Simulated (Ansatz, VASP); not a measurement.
# PbI2: VASP beside Ansatz

Contents of INCAR:

```
SYSTEM = PbI2
PREC     = Accurate       ! precision mode
ENCUT    = 500            ! plane-wave cutoff, eV
EDIFF    = 1E-7           ! SCF threshold, eV
ISMEAR   = 0              ! smearing method
SIGMA    = 0.02           ! smearing width, eV
LREAL    = .FALSE.        ! projectors in reciprocal space
LASPH    = .TRUE.         ! aspherical terms in the spheres
NELM     = 120            ! most SCF steps
ALGO     = Normal         ! electronic algorithm
ISIF     = 3              ! what is computed and relaxed
LWAVE    = .FALSE.        ! write WAVECAR
LCHARG   = .FALSE.        ! write CHGCAR
GGA      = PE             ! functional
IVDW     = 12             ! dispersion correction
IBRION   = 2              ! ionic algorithm
NSW      = 70             ! ionic steps
EDIFFG   = -0.005         ! ionic threshold
GGA_COMPAT= .FALSE.      
NELMIN   = 4
```

File KPOINTS:

```
Automatic mesh
0
G
  6 6 4
  0 0 0
```

The input POSCAR:

```
PbI2
1.0
    4.6785475783      0.0000000000      0.0000000000
   -2.3392737891      4.0517410556      0.0000000000
    0.0000000000      0.0000000000      7.6903754175
Pb I
1 2
Direct
    0.0000000000      0.0000000000      0.0000000000
    0.3333333333      0.6666666667      0.2412822981
    0.6666666667      0.3333333333      0.7587177019
```

Input for Ansatz:

```yaml
crystal:
  lattice:
    - [4.6785475783, 0.0, 0.0]
    - [-2.3392737891, 4.0517410556, 0.0]
    - [0.0, 0.0, 7.6903754175]
  atoms:
    - { symbol: Pb, position: [0.0, 0.0, 0.0] }
    - { symbol: I, position: [0.3333333333, 0.6666666667, 0.2412822981] }
    - { symbol: I, position: [0.6666666667, 0.3333333333, 0.7587177019] }
basis:
  ecutwfc: 420
kpoints:
  mp_grid: { grid: [6, 6, 4] }
hamiltonian:
  xc: pbe
  dispersion: d3bj
scf:
  occupations: { method: gaussian, width: 0.02 }
output:
  forces: true
  stress: true
  eigenvalues: true
relax:
  adjacent_minimum: "off"
  f_tol: 0.005
  max_steps: 50
  cell: { stress_tol: 0.05 }
```

Alike in both runs: task relaxation of cell and atoms; functional PBE; dispersion D3(BJ); k mesh 6 × 6 × 4; occupations gaussian, width 0.02 eV; no spin polarisation.

```csv
,VASP,Ansatz
version,VASP 6.6.1,Ansatz 0.2.0
potentials or method,"VASP PAW PBE potentials, release 64 (Pb_d, I), cutoff 500 eV","scalar-relativistic, plane waves, PAW"
valence electrons in the cell,28,48
```

|  | VASP | Ansatz | Ansatz less VASP |
| --- | --- | --- | --- |
| gap on the k mesh at the Fermi level, each at its own relaxed structure (eV) | 2.18 | 2.19 | +0.009 |
| relaxed volume (Å³/atom) | 41.76 | 41.85 | +0.089 |
| relaxed length of the cell vector where the two differ most in proportion (Å) | 6.965 | 6.985 | +0.0200 |

VASP's potentials hold 28 valence electrons a cell and Ansatz's 48, so a difference there can come from the potentials and not from the codes.

Neither program's run includes spin-orbit coupling.
